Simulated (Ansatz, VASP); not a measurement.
## HfO2 in VASP and in Ansatz

INCAR

```
PREC = Accurate
ENCUT = 520
EDIFF = 1E-6
ISMEAR = -1
SIGMA = 0.08
LREAL = F
LASPH = T
NELM = 80
ALGO = Normal
ISIF = 2
LWAVE = F
LCHARG = F
GGA = PE
NBANDS = 18
```

KPOINTS

```
Automatic mesh
0
Gamma
  13 13 7
```

POSCAR

```
HfO2
1.0
    3.2022961113      0.0000000000      0.0000000000
   -1.6011480557      2.7732697828      0.0000000000
    0.0000000000      0.0000000000      4.1438700559
Hf O
1 2
Direct
    0.0000000000      0.0000000000      0.0000000000
    0.3333333333      0.6666666667      0.2339600721
    0.6666666667      0.3333333333      0.7660399279
```

Input for Ansatz:

```yaml
crystal:
  lattice:
    - [3.2022961113, 0.0, 0.0]
    - [-1.6011480557, 2.7732697828, 0.0]
    - [0.0, 0.0, 4.1438700559]
  atoms:
    - { symbol: Hf, position: [0.0, 0.0, 0.0] }
    - { symbol: O, position: [0.3333333333, 0.6666666667, 0.2339600721] }
    - { symbol: O, position: [0.6666666667, 0.3333333333, 0.7660399279] }
kpoints:
  mp_grid: { grid: [13, 13, 7] }
scf:
  occupations: { method: fermi_dirac, width: 0.08 }
hamiltonian:
  xc: pbe
  pseudopotentials: { kind: all_electron, lapw: { basis_error: 0.001 } }
output:
  forces: true
  stress: true
  eigenvalues: true
  populations: true
```

Change from the starting cell: volume scaled by 0.72, LAPW.

Alike in both runs: task single point; functional PBE; k mesh 13 × 13 × 7; occupations fermi-dirac, width 0.08 eV; no spin polarisation.

|  | VASP | Ansatz |
| --- | --- | --- |
| version | VASP 6.6.1 | Ansatz 0.2.0 |
| potentials or method | VASP PAW PBE potentials, release 64 (Hf_pv, O), cutoff 520 eV | all-electron LAPW, scalar-relativistic |

```tsv
	VASP	Ansatz	Ansatz less VASP
gap on the k mesh at the Fermi level (eV)	3.91	3.87	-0.044
pressure (GPa)	8.9	11.8	+2.94
traceless stress, the component that is largest in VASP (GPa)	0.90	-0.06	-0.963
rms of the force components (eV/Å)	0.099	0.001	-0.0974
```

Atom by atom the forces differ by 0.100 eV/Å (rms over components). Ansatz ran all-electron here, and VASP with PAW potentials.

Neither program's run includes spin-orbit coupling.
